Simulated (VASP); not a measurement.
# SrO (I4/mmm) in VASP: settings compared, part 2 of 2

VASP 6.6.1.

## (3) Single point, r2SCAN (uniaxial y strain +5.4%)

POSCAR

```
SrO
1.0
    0.0000000000      2.7197229020      2.5798927168
    2.5798927168      0.0000000000      2.5798927168
    2.5798927168      2.7197229020      0.0000000000
Sr O
1 1
Direct
    0.5000000000      0.5000000000      0.5000000000
    0.0000000000      0.0000000000      0.0000000000
```

INCAR.step1

```
PREC     = Accurate       # precision mode
ENCUT    = 520            # plane-wave cutoff, eV
ISMEAR   = 0              # smearing method
SIGMA    = 0.01           # smearing width, eV
LREAL    = False          # projectors in reciprocal space
LASPH    = True           # aspherical terms in the spheres
NELM     = 100            # most SCF steps
NBANDS   = 15             # bands
GGA      = PE             # functional
ALGO     = Normal         # electronic algorithm
EDIFF    = 1E-4           # SCF threshold, eV
LWAVE    = True           # write WAVECAR
LCHARG   = False          # write CHGCAR
```

INCAR.step2

```
PREC     = Accurate       # precision mode
ENCUT    = 520            # plane-wave cutoff, eV
EDIFF    = 1E-7           # SCF threshold, eV
ISMEAR   = 0              # smearing method
SIGMA    = 0.01           # smearing width, eV
LREAL    = False          # projectors in reciprocal space
LASPH    = True           # aspherical terms in the spheres
NELM     = 100            # most SCF steps
ALGO     = Normal         # electronic algorithm
ISIF     = 2              # what is computed and relaxed
LWAVE    = False          # write WAVECAR
LCHARG   = False          # write CHGCAR
METAGGA  = R2SCAN         # meta-GGA
LMIXTAU  = True         
NBANDS   = 15             # bands
ISTART   = 1
```

KPOINTS

```
regular mesh
0
Gamma
  8 8 8
```

Potentials or basis: VASP PAW PBE potentials, release 64 (Sr_sv, O).

Command:

```
cat potpaw_PBE.64/Sr_sv/POTCAR potpaw_PBE.64/O/POTCAR > POTCAR
cp INCAR.step1 INCAR
mpirun -np 1 vasp_std > vasp.out
cp INCAR.step2 INCAR
mpirun -np 1 vasp_std > vasp.out
```

OUTCAR:

```text
PREC = Accurate
   ENCUT = 520
   EDIFF = 1E-7
   ISMEAR = 0
   LREAL = False
   LASPH = True
   NELM = 100
   ISIF = 2
   METAGGA = R2SCAN
   ISTART = 1

 ion  position               nearest neighbor table
   1  0.500  0.500  0.500-   2 2.58   2 2.58   2 2.58   2 2.58   2 2.72   2 2.72
   2  0.000  0.000  0.000-   1 2.58   1 2.58   1 2.58   1 2.58   1 2.72   1 2.72

  LATTYP: Found a body centered tetragonal cell.
 ALAT       =     3.6485192696
 C/A-ratio  =     1.4908639374

  Lattice vectors:

 A1 = (   0.0000000000,  -2.7197229020,   2.5798927168)
 A2 = (   0.0000000000,  -2.7197229020,  -2.5798927168)
 A3 = (   2.5798927168,   2.7197229020,   0.0000000000)

Analysis of symmetry for initial positions (statically):
=====================================================================
 Subroutine PRICEL returns:
 Original cell was already a primitive cell.

 Routine SETGRP: Setting up the symmetry group for a
 body centered tetragonal supercell.

 Subroutine GETGRP returns: Found 16 space group operations
 (whereof 16 operations were pure point group operations)
 out of a pool of 16 trial point group operations.

The static configuration has the point symmetry D_4h.

Analysis of symmetry for dynamics (positions and initial velocities):
=====================================================================
 Subroutine PRICEL returns:
 Original cell was already a primitive cell.

 Routine SETGRP: Setting up the symmetry group for a
 body centered tetragonal supercell.

 Subroutine GETGRP returns: Found 16 space group operations
 (whereof 16 operations were pure point group operations)
 out of a pool of 16 trial point group operations.

The dynamic configuration has the point symmetry D_4h.

 Subroutine INISYM returns: Found 16 space group operations
 (whereof 16 operations are pure point group operations),
 and found     1 'primitive' translations

----------------------------------------------------------------------------------------

                                     Primitive cell

  volume of cell :      36.2041

  direct lattice vectors                    reciprocal lattice vectors
     0.000000000  2.719722902  2.579892717    -0.193806509  0.183842258  0.193806509
     2.579892717  0.000000000  2.579892717     0.193806509 -0.183842258  0.193806509
     2.579892717  2.719722902  0.000000000     0.193806509  0.183842258 -0.193806509

  length of vectors
     3.748698320  3.648519270  3.748698320     0.330030152  0.330030152  0.330030152

  position of ions in fractional coordinates (direct lattice)
     0.500000000  0.500000000  0.500000000
     0.000000000  0.000000000  0.000000000

  ion indices of the primitive-cell ions
   primitive index   ion index
                 1           1
                 2           2

----------------------------------------------------------------------------------------

 KPOINTS: regular mesh

Automatic generation of k-mesh.
 Grid dimensions read from file:
 generate k-points for:    8    8    8

 Generating k-lattice:

  Cartesian coordinates                     Fractional coordinates (reciprocal lattice)
    -0.024225814  0.022980282  0.024225814     0.125000000  0.000000000  0.000000000
     0.024225814 -0.022980282  0.024225814     0.000000000  0.125000000  0.000000000
[... 42 lines left out ...]
   total plane-waves  NPLWV =  21952
   dimension x,y,z NGX =    28 NGY =   28 NGZ =   28
   dimension x,y,z NGXF=    56 NGYF=   56 NGZF=   56
   ions per type =               1   1
   NGX,Y,Z   is equivalent  to a cutoff of  12.42, 12.76, 12.42 a.u.
   NGXF,Y,Z  is equivalent  to a cutoff of  24.83, 25.52, 24.83 a.u.
 SYSTEM =  unknown system
   PREC   = accura    normal or accurate (medium, high low for compatibility)
   ISTART =      1    job   : 0-new  1-cont  2-samecut
   ICHARG =      0    charge: 1-file 2-atom 10-const
   ISPIN  =      1    spin polarized calculation?
   LNONCOLLINEAR =      F non collinear calculations
   LSORBIT =      F    spin-orbit coupling
   LASPH  =      T    aspherical Exc in radial PAW
   ENCUT  =  520.0 eV  38.22 Ry    6.18 a.u.   6.97  6.78  6.97*2*pi/ulx,y,z
   NELM   =    100;   NELMIN=  2; NELMDL=  0     # of ELM steps
   EDIFF  = 0.1E-06   stopping-criterion for ELM
   LREAL  =      F    real-space projection
   EDIFFG = 0.1E-05   stopping-criterion for IOM
   NSW    =      0    number of steps for IOM
   IBRION =     -1    ionic relax: 0-MD 1-quasi-New 2-CG
   NFREE  =      0    steps in history (QN), initial steepest desc. (CG)
   ISIF   =      2    stress and relaxation
   ISYM   =      2    0-nonsym 1-usesym 2-fastsym
   POTIM  = 0.5000    time-step for ionic-motion
   TEBEG  =    0.0;   TEEND  =   0.0 temperature during run
   PSTRESS=    0.0 pullay stress
   NELECT =      16.0000    total number of electrons
   NUPDOWN=      -1.0000    fix difference up-down
   EMIN   =  10.00;   EMAX   =-10.00  energy-range for DOS
   EFERMI =   0.00;   METHOD = LEGACY
   ISMEAR =     0;   SIGMA  =   0.01  broadening in eV -4-tet -1-fermi 0-gaus
   EFERMI_NEDOS =   21; number of points for ismear=-14 and -15
   IALGO  =     38    algorithm
   IMIX   =      4    mixing-type and parameters
     AMIX     =   0.40;   BMIX     =  1.00
     AMIX_MAG =   1.60;   BMIX_MAG =  1.00
  volume/ion in A,a.u.               =      18.10       122.16
  Fermi-wavevector in a.u.,A,eV,Ry     =   1.246988  2.356465 21.156765  1.554978
  Thomas-Fermi vector in A             =   2.381140
   LORBIT       =      0    0 simple, 1 ext, 2 COOP (PROOUT), +10 PAW based schemes
   METAGGA = R2SCAN    functional components
   LHFCALC =     F    Hartree Fock is set to
   AEXX    =    0.0000 exact exchange contribution
   IVDW    =     0    specifies the selected vdW correction
   LEPSILON=     F    determine dielectric tensor
   LRPA    =     F    only Hartree local field effects (RPA)
 non-spin polarized calculation
 Gauss-broadening in eV      SIGMA  =   0.01
  energy-cutoff  :      520.00
  volume of cell :       36.20
 maximum number of plane-waves:       998
   NGX = 13   NGY = 13   NGZ = 13

 number of electron      16.0000002 magnetization

 Free energy of the ion-electron system (eV)
  ---------------------------------------------------
  ext. energy  EPLUGINS =         0.00000000
  ---------------------------------------------------
  free energy    TOTEN  =       -27.01552862 eV

  energy without entropy =      -27.01552862  energy(sigma->0) =      -27.01552862

 E-fermi :   1.2159     XC(G=0): -10.2603

 val. band max:        1.1078538450   @ k =   0.0000   0.0000   0.0000
 cond. band min:       4.7778354643   @ k =   0.5000   0.5000   0.0000
 fundamental gap:      3.6699816193
 Fermi energy:         1.2159146062

 k-point     1 :       0.0000    0.0000    0.0000
  band No.  band energies     occupation
      1     -32.6372      2.00000
      2     -14.8964      2.00000
      3     -13.7640      2.00000
      4     -13.7001      2.00000
      5     -13.7001      2.00000
      6       0.9728      2.00000
      7       1.1079      2.00000
      8       1.1079      2.00000
      9       5.2015      0.00000
     10       7.4562      0.00000
     11       7.8316      0.00000
     12       7.8316      0.00000
     13       9.6251      0.00000
     14      10.2174      0.00000
[... 401 lines left out ...]
      2     -15.8077      2.00000
      3     -13.8775      2.00000
      4     -13.7780      2.00000
      5     -13.0335      2.00000
      6      -0.4307      2.00000
      7       0.3136      2.00000
      8       0.4821      2.00000
      9       7.1294      0.00000
     10       8.3654      0.00000
     11       9.7232      0.00000
     12       9.9894      0.00000
     13      11.7533      0.00000
     14      12.0452      0.00000
     15      16.6227      0.00000

 [... further k-points ...]

------------------------ aborting loop because EDIFF is reached ----------------------------------------

  FORCE on cell =-STRESS in cart. coord.  units (eV):
  Direction    XX          YY          ZZ          XY          YZ          ZX
  --------------------------------------------------------------------------------------
  -------------------------------------------------------------------------------------
  Total       -0.4107699     -1.5358377     -0.4107699      0.0000000      0.0000000      0.0000000
  in kB      -18.1782152    -67.9669788    -18.1782152      0.0000000      0.0000000      0.0000000
  external PRESSURE =     -34.7744697 kB  Pullay stress =       0.0000000 kB

 VOLUME and BASIS-vectors are now :
 -----------------------------------------------------------------------------
  energy-cutoff  :      520.00
  volume of cell :       36.20
      direct lattice vectors                 reciprocal lattice vectors
     0.000000000  2.719722902  2.579892717    -0.193806509  0.183842258  0.193806509
     2.579892717  0.000000000  2.579892717     0.193806509 -0.183842258  0.193806509
     2.579892717  2.719722902  0.000000000     0.193806509  0.183842258 -0.193806509

 POSITION                                       TOTAL-FORCE (eV/Angst)
 -----------------------------------------------------------------------------------
      2.57989      2.71972      2.57989        -0.000000      0.000000      0.000000
      0.00000      0.00000      0.00000         0.000000     -0.000000     -0.000000
 -----------------------------------------------------------------------------------
    total drift:                                0.000000      0.000000      0.000000

  FREE ENERGIE OF THE ION-ELECTRON SYSTEM (eV)
  ---------------------------------------------------
  free  energy   TOTEN  =       -27.0155286183 eV

  energy  without entropy=      -27.0155286183  energy(sigma->0) =      -27.01552862
```

It took 1.7 min on 1 thread of Intel Xeon Platinum 8375C at 2.90GHz (Ice Lake), shared host; peak memory 0.18 GiB.

Results:

- Free energy: -27.0155 eV
- Pressure: -3.5 GPa
- Band gap on the k mesh: 3.67 eV, indirect (least direct gap 3.78 eV)

Levels at points of the mesh, in eV from the valence-band top:
```csv
k point,band 4,band 5,band 6,band 7,band 8,band 9,band 10,band 11,band 12,band 13
"(0.00, 0.00, 0.00)",-14.81,-14.81,-0.14,0.00,0.00,4.09,6.35,6.72,6.72,8.52
"(0.50, 0.00, 0.00)",-14.84,-13.79,-2.05,-1.08,-1.07,6.77,8.49,9.05,9.13,11.72
"(0.50, 0.50, 0.00)",-15.17,-15.14,-0.48,-0.28,-0.11,3.67,7.97,10.48,10.54,10.83
"(0.50, 0.00, 0.50)",-15.06,-15.06,-0.75,-0.11,-0.11,3.85,8.01,10.32,10.51,11.13
```

Caveat: the cell differs from its parent crystal (uniaxial y strain +5.4%); the PAW data sets were made with another functional, which shifts forces and pressure a little.
